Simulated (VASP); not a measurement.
# ZnS (F-43m) in VASP: a series of runs, part 2 of 2

VASP 6.6.1.

### 3 Single point, PBE (volume scaled by 0.980)

Contents of INCAR:

```
PREC = Accurate
ENCUT = 520
EDIFF = 1E-6
ISMEAR = 0
SIGMA = 0.05
LREAL = False
LASPH = True
NELM = 80
ALGO = Normal
ISIF = 2
LWAVE = False
LCHARG = False
GGA = PE
NBANDS = 16
```

Contents of KPOINTS:

```
Automatic mesh
0
Gamma
  12 12 12
```

Contents of POSCAR:

```
ZnS
1.0
    0.0000000000      2.7035315214      2.7035315214
    2.7035315214      0.0000000000      2.7035315214
    2.7035315214      2.7035315214      0.0000000000
Zn S
1 1
Direct
    0.0000000000      0.0000000000      0.0000000000
    0.7500000000      0.7500000000      0.7500000000
```

Potentials or basis: VASP PAW PBE potentials, release 64 (Zn, S).

Launch:

```console
cat potpaw_PBE.64/Zn/POTCAR potpaw_PBE.64/S/POTCAR > POTCAR
mpirun -np 1 vasp_std > vasp.out
```

OUTCAR:

```text
PREC = Accurate
   ENCUT = 520
   EDIFF = 1E-6
   ISMEAR = 0
   LREAL = False
   LASPH = True
   NELM = 80
   ISIF = 2
   GGA = PE

 ion  position               nearest neighbor table
   1  0.000  0.000  0.000-   2 2.34   2 2.34   2 2.34   2 2.34
   2  0.750  0.750  0.750-   1 2.34   1 2.34   1 2.34   1 2.34

  LATTYP: Found a face centered cubic cell.
 ALAT       =     5.4070630428

  Lattice vectors:

 A1 = (   0.0000000000,   2.7035315214,   2.7035315214)
 A2 = (   2.7035315214,   0.0000000000,   2.7035315214)
 A3 = (   2.7035315214,   2.7035315214,   0.0000000000)

Analysis of symmetry for initial positions (statically):
=====================================================================
 Subroutine PRICEL returns:
 Original cell was already a primitive cell.

 Routine SETGRP: Setting up the symmetry group for a
 face centered cubic supercell.

 Subroutine GETGRP returns: Found 24 space group operations
 (whereof 24 operations were pure point group operations)
 out of a pool of 48 trial point group operations.

The static configuration has the point symmetry T_d .

Analysis of symmetry for dynamics (positions and initial velocities):
=====================================================================
 Subroutine PRICEL returns:
 Original cell was already a primitive cell.

 Routine SETGRP: Setting up the symmetry group for a
 face centered cubic supercell.

 Subroutine GETGRP returns: Found 24 space group operations
 (whereof 24 operations were pure point group operations)
 out of a pool of 48 trial point group operations.

The dynamic configuration has the point symmetry T_d .

 Subroutine INISYM returns: Found 24 space group operations
 (whereof 24 operations are pure point group operations),
 and found     1 'primitive' translations

----------------------------------------------------------------------------------------

                                     Primitive cell

  volume of cell :      39.5207

  direct lattice vectors                    reciprocal lattice vectors
     0.000000000  2.703531521  2.703531521    -0.184943285  0.184943285  0.184943285
     2.703531521  0.000000000  2.703531521     0.184943285 -0.184943285  0.184943285
     2.703531521  2.703531521  0.000000000     0.184943285  0.184943285 -0.184943285

  length of vectors
     3.823370944  3.823370944  3.823370944     0.320331166  0.320331166  0.320331166

  position of ions in fractional coordinates (direct lattice)
     0.000000000  0.000000000  0.000000000
     0.750000000  0.750000000  0.750000000

  ion indices of the primitive-cell ions
   primitive index   ion index
                 1           1
                 2           2

----------------------------------------------------------------------------------------

 KPOINTS: Automatic mesh

Automatic generation of k-mesh.
 Grid dimensions read from file:
 generate k-points for:   12   12   12

 Generating k-lattice:

  Cartesian coordinates                     Fractional coordinates (reciprocal lattice)
    -0.015411940  0.015411940  0.015411940     0.083333333  0.000000000  0.000000000
     0.015411940 -0.015411940  0.015411940     0.000000000  0.083333333  0.000000000
     0.015411940  0.015411940 -0.015411940     0.000000000  0.000000000  0.083333333

  Length of vectors
     0.026694264  0.026694264  0.026694264

  Shift w.r.t. Gamma in fractional coordinates (k-lattice)
     0.000000000  0.000000000  0.000000000

 Subroutine IBZKPT returns following result:
 ===========================================

 Found     72 irreducible k-points:

 Following reciprocal coordinates:
            Coordinates               Weight
  0.000000  0.000000  0.000000      1.000000
  0.083333  0.000000  0.000000      8.000000
  0.166667  0.000000  0.000000      8.000000
  0.250000  0.000000  0.000000      8.000000
  0.333333  0.000000  0.000000      8.000000
  0.416667  0.000000  0.000000      8.000000
[... 16 lines left out ...]
  0.500000  0.166667  0.000000     24.000000
 -0.416667  0.166667  0.000000     24.000000
 [... further k-points ...]
   k-points           NKPTS =     72   k-points in BZ     NKDIM =     72   number of bands    NBANDS=     16
   number of dos      NEDOS =    301   number of ions     NIONS =      2
   total plane-waves  NPLWV =  21952
   dimension x,y,z NGX =    28 NGY =   28 NGZ =   28
   dimension x,y,z NGXF=    56 NGYF=   56 NGZF=   56
   ions per type =               1   1
   NGX,Y,Z   is equivalent  to a cutoff of  12.17, 12.17, 12.17 a.u.
   NGXF,Y,Z  is equivalent  to a cutoff of  24.35, 24.35, 24.35 a.u.
 SYSTEM =  unknown system
   PREC   = accura    normal or accurate (medium, high low for compatibility)
   ISTART =      0    job   : 0-new  1-cont  2-samecut
   ICHARG =      2    charge: 1-file 2-atom 10-const
   ISPIN  =      1    spin polarized calculation?
   LNONCOLLINEAR =      F non collinear calculations
   LSORBIT =      F    spin-orbit coupling
   LASPH  =      T    aspherical Exc in radial PAW
   ENCUT  =  520.0 eV  38.22 Ry    6.18 a.u.   7.11  7.11  7.11*2*pi/ulx,y,z
   NELM   =     80;   NELMIN=  2; NELMDL= -5     # of ELM steps
   EDIFF  = 0.1E-05   stopping-criterion for ELM
   LREAL  =      F    real-space projection
   EDIFFG = 0.1E-04   stopping-criterion for IOM
   NSW    =      0    number of steps for IOM
   IBRION =     -1    ionic relax: 0-MD 1-quasi-New 2-CG
   NFREE  =      0    steps in history (QN), initial steepest desc. (CG)
   ISIF   =      2    stress and relaxation
   ISYM   =      2    0-nonsym 1-usesym 2-fastsym
   POTIM  = 0.5000    time-step for ionic-motion
   TEBEG  =    0.0;   TEEND  =   0.0 temperature during run
   PSTRESS=    0.0 pullay stress
   NELECT =      18.0000    total number of electrons
   NUPDOWN=      -1.0000    fix difference up-down
   EMIN   =  10.00;   EMAX   =-10.00  energy-range for DOS
   EFERMI =   0.00;   METHOD = LEGACY
   ISMEAR =     0;   SIGMA  =   0.05  broadening in eV -4-tet -1-fermi 0-gaus
   EFERMI_NEDOS =   21; number of points for ismear=-14 and -15
   IALGO  =     38    algorithm
   IMIX   =      4    mixing-type and parameters
     AMIX     =   0.40;   BMIX     =  1.00
     AMIX_MAG =   1.60;   BMIX_MAG =  1.00
  volume/ion in A,a.u.               =      19.76       133.35
  Fermi-wavevector in a.u.,A,eV,Ry     =   1.259576  2.380253 21.586060  1.586531
  Thomas-Fermi vector in A             =   2.393128
   LORBIT       =      0    0 simple, 1 ext, 2 COOP (PROOUT), +10 PAW based schemes
   GGA     = PE    functional components
   LHFCALC =     F    Hartree Fock is set to
   AEXX    =    0.0000 exact exchange contribution
   IVDW    =     0    specifies the selected vdW correction
   LEPSILON=     F    determine dielectric tensor
   LRPA    =     F    only Hartree local field effects (RPA)
 non-spin polarized calculation
 Gauss-broadening in eV      SIGMA  =   0.05
  energy-cutoff  :      520.00
  volume of cell :       39.52
 maximum number of plane-waves:      1090
   NGX = 15   NGY = 15   NGZ = 15

 number of electron      17.9999999 magnetization

 Free energy of the ion-electron system (eV)
  ---------------------------------------------------
  ext. energy  EPLUGINS =         0.00000000
  ---------------------------------------------------
  free energy    TOTEN  =        -6.84807762 eV

  energy without entropy =       -6.84807762  energy(sigma->0) =       -6.84807762

 E-fermi :   2.3152     XC(G=0):  -9.6224

 val. band max:        2.0907810245   @ k =   0.0000   0.0000   0.0000
 cond. band min:       4.1974990415   @ k =   0.0000   0.0000   0.0000
 fundamental gap:      2.1067180170
 Fermi energy:         2.3152187711

 k-point     1 :       0.0000    0.0000    0.0000
  band No.  band energies     occupation
      1     -11.0376      2.00000
      2      -4.2414      2.00000
      3      -4.2414      2.00000
      4      -4.2414      2.00000
      5      -3.7452      2.00000
      6      -3.7452      2.00000
[... 8 lines left out ...]
     15      13.8519      0.00000
     16      13.9519      0.00000

 k-point     2 :       0.0833    0.0000    0.0000
  band No.  band energies     occupation
      1     -10.9850      2.00000
      2      -4.2417      2.00000
      3      -4.2317      2.00000
      4      -4.2317      2.00000
      5      -3.7462      2.00000
      6      -3.7462      2.00000
[... 8 lines left out ...]
     15      13.5158      0.00000
     16      14.3862      0.00000
[... 387 lines left out ...]
      5      -3.7096      2.00000
      6      -3.5875      2.00000
[... 8 lines left out ...]
     15      15.5355      0.00000
     16      16.1135      0.00000

 k-point    24 :      -0.4167    0.1667    0.0000
  band No.  band energies     occupation
      1     -10.0253      2.00000
      2      -4.1232      2.00000
      3      -4.0781      2.00000
      4      -3.7846      2.00000
      5      -3.7261      2.00000
      6      -3.5374      2.00000
[... 8 lines left out ...]
     15      14.3731      0.00000
     16      15.9980      0.00000

 [... further k-points ...]
[... 5 lines left out ...]
  --------------------------------------------------------------------------------------
  -------------------------------------------------------------------------------------
  Total        0.4014427      0.4014427      0.4014427      0.0000000     -0.0000000      0.0000000
  in kB       16.2745838     16.2745838     16.2745838      0.0000000     -0.0000000      0.0000000
  external PRESSURE =      16.2745838 kB  Pullay stress =       0.0000000 kB

 VOLUME and BASIS-vectors are now :
 -----------------------------------------------------------------------------
  energy-cutoff  :      520.00
  volume of cell :       39.52
      direct lattice vectors                 reciprocal lattice vectors
     0.000000000  2.703531521  2.703531521    -0.184943285  0.184943285  0.184943285
     2.703531521  0.000000000  2.703531521     0.184943285 -0.184943285  0.184943285
     2.703531521  2.703531521  0.000000000     0.184943285  0.184943285 -0.184943285

 POSITION                                       TOTAL-FORCE (eV/Angst)
 -----------------------------------------------------------------------------------
      0.00000      0.00000      0.00000         0.000000      0.000000      0.000000
      4.05530      4.05530      4.05530        -0.000000     -0.000000     -0.000000
 -----------------------------------------------------------------------------------
    total drift:                               -0.000001     -0.000001     -0.000001

  FREE ENERGIE OF THE ION-ELECTRON SYSTEM (eV)
  ---------------------------------------------------
  free  energy   TOTEN  =        -6.8480776191 eV

  energy  without entropy=       -6.8480776191  energy(sigma->0) =       -6.84807762
```

OSZICAR:

```text
N       E                     dE             d eps       ncg     rms          rms(c)
DAV:   1     0.885385042406E+02    0.88539E+02   -0.88593E+03  2312   0.133E+03
DAV:   2    -0.146400242982E+01   -0.90003E+02   -0.84174E+02  2584   0.258E+02
DAV:   3    -0.721482164817E+01   -0.57508E+01   -0.57266E+01  2872   0.638E+01
DAV:   4    -0.727451838398E+01   -0.59697E-01   -0.59685E-01  2880   0.678E+00
DAV:   5    -0.727521681925E+01   -0.69844E-03   -0.69843E-03  2960   0.696E-01    0.686E+00
DAV:   6    -0.686852701048E+01    0.40669E+00   -0.73440E-01  3488   0.300E+01    0.536E+00
DAV:   7    -0.684838542030E+01    0.20142E-01   -0.25048E-01  2704   0.449E+00    0.272E+00
DAV:   8    -0.684766971659E+01    0.71570E-03   -0.50741E-03  3024   0.853E-01    0.712E-01
DAV:   9    -0.684791484683E+01   -0.24513E-03   -0.12372E-03  2792   0.281E-01    0.984E-02
DAV:  10    -0.684808645300E+01   -0.17161E-03   -0.23734E-04  2808   0.132E-01    0.501E-02
DAV:  11    -0.684807707214E+01    0.93809E-05   -0.33461E-05  2744   0.731E-02    0.792E-03
DAV:  12    -0.684807761910E+01   -0.54697E-06   -0.39366E-06  3008   0.203E-02
   1 F= -.68480776E+01 E0= -.68480776E+01  d E =-.869761E-13
```

Run time: 80 s. Hardware: 1 thread of AMD EPYC 7R13, shared host; peak memory 0.15 GiB.

What came out:

| Item | Value |
| --- | --- |
| Free energy | -6.8481 eV |
| Pressure | 1.6 GPa |
| Band gap on the k mesh | 2.11 eV, direct |

Caveat: the cell differs from its parent crystal (volume scaled by 0.980). A k mesh can miss the band edges.

### 4 Single point, PBE

This run uses another cell than the first one, of 19.98 Å³/atom, 1.032 times its volume.

Contents of INCAR:

```
SYSTEM = ZnS
PREC = Accurate ; ENCUT = 520
EDIFF = 1E-7 ; ISMEAR = 0
SIGMA = 0.05 ; LREAL = .FALSE.
LASPH = .TRUE. ; NELM = 60
ALGO = Normal ; ISIF = 2
LWAVE = .FALSE. ; LCHARG = .FALSE.
GGA = PE ; NBANDS = 16
```

Contents of KPOINTS:

```
Automatic mesh
0
G
  12 12 12
  0 0 0
```

Contents of POSCAR:

```
ZnS
1.0
    0.0000000000      2.7136356142      2.7136356142
    2.7136356142      0.0000000000      2.7136356142
    2.7136356142      2.7136356142      0.0000000000
Zn S
1 1
Direct
    0.0000000000      0.0000000000      0.0000000000
    0.7500000000      0.7500000000      0.7500000000
```

Launch:

```console
cat potpaw_PBE.64/Zn/POTCAR potpaw_PBE.64/S/POTCAR > POTCAR
mpirun -np 1 vasp_std > vasp.out
```

Wall time 98 s (1 thread of AMD EPYC 7R13, shared host); peak memory 0.16 GiB.

Results (log left out):

* Free energy: -6.8515 eV
* Pressure: 0.8 GPa
* Band gap on the k mesh: 2.06 eV, direct

Levels at points of the mesh, in eV from the valence-band top:
```
           k point  band 6  band 7  band 8  band 9  band 10  band 11  band 12  band 13
(0.00, 0.00, 0.00)   -5.81    0.00    0.00    0.00     2.06     6.41     6.41     6.41
(0.50, 0.00, 0.00)   -5.61   -5.21   -0.85   -0.85     3.29     6.93     6.93     8.83
(0.50, 0.50, 0.00)   -5.59   -4.51   -2.17   -2.17     3.44     4.08    10.89    11.88
```

### 5 Overview

| cell | gap on the mesh (eV) | pressure (GPa) |
| --- | --- | --- |
| a = 3.797 Å, angles 60.0°, 2 atoms | 2.20 | 3.3 |
| a = 3.823 Å, angles 60.0°, 2 atoms | 2.11 | 1.6 |
| a = 3.838 Å, angles 60.0°, 2 atoms | 2.06 | 0.8 |

Alike in all rows: task single point; level PBE; potentials or basis VASP PAW PBE potentials, release 64 (Zn, S); no spin polarisation; k mesh 12 × 12 × 12; cutoff (eV) 520; smearing gaussian 0.05 eV.

Total energies depend on the potentials used, so only differences within one code and one set of settings carry meaning.

### 6 Comparison with measurements

Step 4. A measured gap of ZnS is 3.85 eV (direct; 19 K; quoted in “Electronic, vibrational, and thermodynamic properties of ZnS (zincblende and rocksalt structure)”, 2009, arxiv:0911.5022); the calculated 2.06 eV misses it by -1.79 eV. The value is that of PBE on a finite k mesh, which can miss the band edges, without temperature or zero-point motion. Semilocal functionals fall short of measured gaps as a rule.
